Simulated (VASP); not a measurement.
# Sn4Se (F-43m) in VASP: further runs

Sn4Se is run at these levels: PBE; tasks: single point, relaxation of cell and atoms.

Everything below comes from runs of VASP 6.6.1. Logs are shortened: lines on timing, memory, paths and dates and some standing lists are left out, and cuts for length are marked.

## (1) The cell of the first run

Symmetry: F-43m, No. 216, cubic system. Conventional cell: a = 8.269 Å, b = 8.269 Å, c = 8.269 Å, α = 90.00°, β = 90.00°, γ = 90.00°. Within 2.9 Å of Sn (site symmetry 3m) lie 3 Sn at 2.18 Å. Se (site symmetry -43m) has 12 Sn at 3.54 Å within 4.6 Å.

The cell was built from a structure type or drawn by symmetry, and may not be a known phase.

## (2) Single point, PBE

File INCAR:

```
SYSTEM = Sn4Se
PREC = Accurate
ENCUT = 520
EDIFF = 1E-7
ISMEAR = 0
SIGMA = 0.1
LREAL = .FALSE.
LASPH = .TRUE.
NELM = 60
ALGO = Normal
ISIF = 2
LWAVE = .FALSE.
LCHARG = .FALSE.
GGA = PE
NBANDS = 39
```

File KPOINTS:

```
Automatic mesh
0
G
  4 4 4
  0 0 0
```

File POSCAR:

```
Sn4Se
1.0
    0.0000000000      4.1342836500      4.1342836500
    4.1342836500      0.0000000000      4.1342836500
    4.1342836500      4.1342836500      0.0000000000
Sn Se
4 1
Direct
    0.8430302300      0.8430302300      0.8430302300
    0.8430302300      0.8430302300      0.4709093000
    0.8430302300      0.4709093000      0.8430302300
    0.4709093000      0.8430302300      0.8430302300
    0.2500000000      0.2500000000      0.2500000000
```

Potentials or basis: VASP PAW PBE potentials, release 64 (Sn_d, Se).

Command:

```console
$ cat potpaw_PBE.64/Sn_d/POTCAR potpaw_PBE.64/Se/POTCAR > POTCAR
$ mpirun -np 1 vasp_std > vasp.out
```

OUTCAR:

```text
SYSTEM = Sn4Se
   PREC = Accurate
   ENCUT = 520
   EDIFF = 1E-7
   ISMEAR = 0
   LREAL = .FALSE.
   LASPH = .TRUE.
   NELM = 60
   ISIF = 2
   GGA = PE

 ion  position               nearest neighbor table
   1  0.843  0.843  0.843-   2 2.18   3 2.18   4 2.18   4 3.67   3 3.67   2 3.67
   2  0.843  0.843  0.471-   1 2.18   3 2.18   4 2.18   3 3.67   4 3.67   1 3.67
   3  0.843  0.471  0.843-   1 2.18   2 2.18   4 2.18   4 3.67   2 3.67   1 3.67
   4  0.471  0.843  0.843-   1 2.18   2 2.18   3 2.18   3 3.67   2 3.67   1 3.67
   5  0.250  0.250  0.250-

  LATTYP: Found a face centered cubic cell.
 ALAT       =     8.2685673000

  Lattice vectors:

 A1 = (   0.0000000000,   4.1342836500,   4.1342836500)
 A2 = (   4.1342836500,   0.0000000000,   4.1342836500)
 A3 = (   4.1342836500,   4.1342836500,   0.0000000000)

Analysis of symmetry for initial positions (statically):
=====================================================================
 Subroutine PRICEL returns:
 Original cell was already a primitive cell.

 Routine SETGRP: Setting up the symmetry group for a
 face centered cubic supercell.

 Subroutine GETGRP returns: Found 24 space group operations
 (whereof 24 operations were pure point group operations)
 out of a pool of 48 trial point group operations.

The static configuration has the point symmetry T_d .

Analysis of symmetry for dynamics (positions and initial velocities):
=====================================================================
 Subroutine PRICEL returns:
 Original cell was already a primitive cell.

 Routine SETGRP: Setting up the symmetry group for a
 face centered cubic supercell.

 Subroutine GETGRP returns: Found 24 space group operations
 (whereof 24 operations were pure point group operations)
 out of a pool of 48 trial point group operations.

The dynamic configuration has the point symmetry T_d .

 Subroutine INISYM returns: Found 24 space group operations
 (whereof 24 operations are pure point group operations),
 and found     1 'primitive' translations

----------------------------------------------------------------------------------------

                                     Primitive cell

  volume of cell :     141.3288

[... 75 lines left out ...]
   ENCUT  =  520.0 eV  38.22 Ry    6.18 a.u.  10.87 10.87 10.87*2*pi/ulx,y,z
   NELM   =     60;   NELMIN=  2; NELMDL= -5     # of ELM steps
   EDIFF  = 0.1E-06   stopping-criterion for ELM
   LREAL  =      F    real-space projection
   EDIFFG = 0.1E-05   stopping-criterion for IOM
   NSW    =      0    number of steps for IOM
   IBRION =     -1    ionic relax: 0-MD 1-quasi-New 2-CG
   NFREE  =      0    steps in history (QN), initial steepest desc. (CG)
   ISIF   =      2    stress and relaxation
   ISYM   =      2    0-nonsym 1-usesym 2-fastsym
   POTIM  = 0.5000    time-step for ionic-motion
   TEBEG  =    0.0;   TEEND  =   0.0 temperature during run
   PSTRESS=    0.0 pullay stress
   NELECT =      62.0000    total number of electrons
   NUPDOWN=      -1.0000    fix difference up-down
   EMIN   =  10.00;   EMAX   =-10.00  energy-range for DOS
   EFERMI =   0.00;   METHOD = LEGACY
   ISMEAR =     0;   SIGMA  =   0.10  broadening in eV -4-tet -1-fermi 0-gaus
   EFERMI_NEDOS =   21; number of points for ismear=-14 and -15
   IALGO  =     38    algorithm
   IMIX   =      4    mixing-type and parameters
     AMIX     =   0.40;   BMIX     =  1.00
     AMIX_MAG =   1.60;   BMIX_MAG =  1.00
  volume/ion in A,a.u.               =      28.27       190.75
  Fermi-wavevector in a.u.,A,eV,Ry     =   1.243928  2.350682 21.053057  1.547356
  Thomas-Fermi vector in A             =   2.378217
   LORBIT       =      0    0 simple, 1 ext, 2 COOP (PROOUT), +10 PAW based schemes
   GGA     = PE    functional components
   LHFCALC =     F    Hartree Fock is set to
   AEXX    =    0.0000 exact exchange contribution
   IVDW    =     0    specifies the selected vdW correction
   LEPSILON=     F    determine dielectric tensor
   LRPA    =     F    only Hartree local field effects (RPA)
 non-spin polarized calculation
 Gauss-broadening in eV      SIGMA  =   0.10
  energy-cutoff  :      520.00
  volume of cell :      141.33
 maximum number of plane-waves:      3839
 NGX is ok and might be reduce to    48
   NGX = 21   NGY = 21   NGZ = 21

 number of electron      61.9999997 magnetization

 Free energy of the ion-electron system (eV)
  ---------------------------------------------------
  ext. energy  EPLUGINS =         0.00000000
  ---------------------------------------------------
  free energy    TOTEN  =         4.18590205 eV

  energy without entropy =        4.22089987  energy(sigma->0) =        4.20340096

 E-fermi :   6.2563     XC(G=0):  -9.4291

 val. band max:        6.2155202927   @ k =   0.5000   0.2500   0.0000
 cond. band min:       6.2778037207   @ k =   0.5000   0.5000   0.0000
 fundamental gap:      0.0622834280
 Fermi energy:         6.2562955882

 k-point     1 :       0.0000    0.0000    0.0000
  band No.  band energies     occupation
      1     -19.5867      2.00000
      2     -18.2267      2.00000
      3     -18.2267      2.00000
      4     -18.2267      2.00000
      5     -17.8891      2.00000
      6     -17.8891      2.00000
[... 325 lines left out ...]
     38      11.7547      0.00000
     39      12.9918      0.00000

------------------------ aborting loop because EDIFF is reached ----------------------------------------

  FORCE on cell =-STRESS in cart. coord.  units (eV):
  Direction    XX          YY          ZZ          XY          YZ          ZX
  --------------------------------------------------------------------------------------
  -------------------------------------------------------------------------------------
  Total       54.4469450     54.4469450     54.4469450      0.0000000      0.0000000      0.0000000
  in kB      617.2389076    617.2389076    617.2389076      0.0000000      0.0000000      0.0000000
  external PRESSURE =     617.2389076 kB  Pullay stress =       0.0000000 kB

 VOLUME and BASIS-vectors are now :
 -----------------------------------------------------------------------------
  energy-cutoff  :      520.00
  volume of cell :      141.33
      direct lattice vectors                 reciprocal lattice vectors
     0.000000000  4.134283650  4.134283650    -0.120939936  0.120939936  0.120939936
     4.134283650  0.000000000  4.134283650     0.120939936 -0.120939936  0.120939936
     4.134283650  4.134283650  0.000000000     0.120939936  0.120939936 -0.120939936

 POSITION                                       TOTAL-FORCE (eV/Angst)
 -----------------------------------------------------------------------------------
      6.97065      6.97065      6.97065        19.226219     19.226219     19.226219
      5.43220      5.43220      6.97065       -19.226219    -19.226219     19.226219
      5.43220      6.97065      5.43220       -19.226219     19.226219    -19.226219
      6.97065      5.43220      5.43220        19.226219    -19.226219    -19.226219
      2.06714      2.06714      2.06714        -0.000000     -0.000000     -0.000000
 -----------------------------------------------------------------------------------
    total drift:                                0.000047      0.000047      0.000047

  FREE ENERGIE OF THE ION-ELECTRON SYSTEM (eV)
  ---------------------------------------------------
  free  energy   TOTEN  =         4.1859020544 eV

  energy  without entropy=        4.2208998669  energy(sigma->0) =        4.20340096
```

It took 1.9 min on 1 thread of Intel Xeon 8259CL, shared host; peak memory 0.32 GiB.

Results:

- Free energy: 4.1859 eV
- Pressure: 61.7 GPa
- Largest force: 33.301 eV/Å
- Band gap on the k mesh: zero (bands 31 and 32 overlap by 1.25 eV)

Forces in eV/Å, atoms in the order of the input:
```
Sn   19.226  19.226  19.226
Sn  -19.226 -19.226  19.226
Sn  -19.226  19.226 -19.226
Sn   19.226 -19.226 -19.226
Se    0.000   0.000   0.000
```

Caveat: the cell stands under pressure; spin-orbit coupling is left out, which moves the levels of the heavy elements; forces of over 1 eV/Å act on the atoms, so gaps and moduli don't describe the material at rest.

## (3) Single point, PBE

This run uses another cell than the first one, of 33.50 Å³/atom.

File INCAR:

```
PREC = Accurate
ENCUT = 520
EDIFF = 1E-6
ISMEAR = 0
SIGMA = 0.1
LREAL = False
LASPH = True
NELM = 80
ALGO = Normal
ISIF = 2
LWAVE = False
LCHARG = False
GGA = PE
NBANDS = 39
```

File KPOINTS:

```
regular mesh
0
Gamma
  4 4 4
```

File POSCAR:

```
Sn4Se
1.0
    0.0000000000      4.3753437673      4.3753437673
    4.3753437673      0.0000000000      4.3753437673
    4.3753437673      4.3753437673      0.0000000000
Sn Se
4 1
Direct
    0.8748772575      0.8748772575      0.8748772575
    0.8748772575      0.8748772575      0.3753682274
    0.8748772575      0.3753682274      0.8748772575
    0.3753682274      0.8748772575      0.8748772575
    0.2500000000      0.2500000000      0.2500000000
```

Potentials or basis: VASP PAW PBE potentials, release 64 (Sn_d, Se).

Command:

```console
$ cat potpaw_PBE.64/Sn_d/POTCAR potpaw_PBE.64/Se/POTCAR > POTCAR
$ mpirun -np 1 vasp_std > vasp.out
```

Run time: 2.5 min. Hardware: 1 thread of Intel Xeon 8259CL, shared host; peak memory 0.32 GiB.

The run converged. Its results:

```
Free energy            : -17.3202 eV
Pressure               : -0.1 GPa
Largest force          : 0.004 eV/Å
Band gap on the k mesh : zero (bands 31 and 32 overlap by 1.86 eV)
```

Forces in eV/Å, atoms in the order of the input:
```
Sn   0.003  0.003  0.003
Sn  -0.003 -0.003  0.003
Sn  -0.003  0.003 -0.003
Sn   0.003 -0.003 -0.003
Se   0.000  0.000  0.000
```

Levels at points of the mesh, in eV from the Fermi level:
| k point | band 28 | band 29 | band 30 | band 31 | band 32 | band 33 | band 34 | band 35 |
| --- | --- | --- | --- | --- | --- | --- | --- | --- |
| (0.00, 0.00, 0.00) | -3.08 | -3.08 | -0.66 | -0.66 | -0.52 | -0.52 | -0.52 | 3.49 |
| (0.50, 0.00, 0.00) | -2.87 | -1.04 | -0.25 | -0.25 | 1.30 | 1.30 | 1.59 | 1.92 |
| (0.50, 0.50, 0.00) | -1.37 | -1.37 | -0.51 | 1.19 | 1.19 | 1.35 | 1.55 | 1.62 |

Caveat: spin-orbit coupling is left out, which moves the levels of the heavy elements.

[end of part 1 of 2]
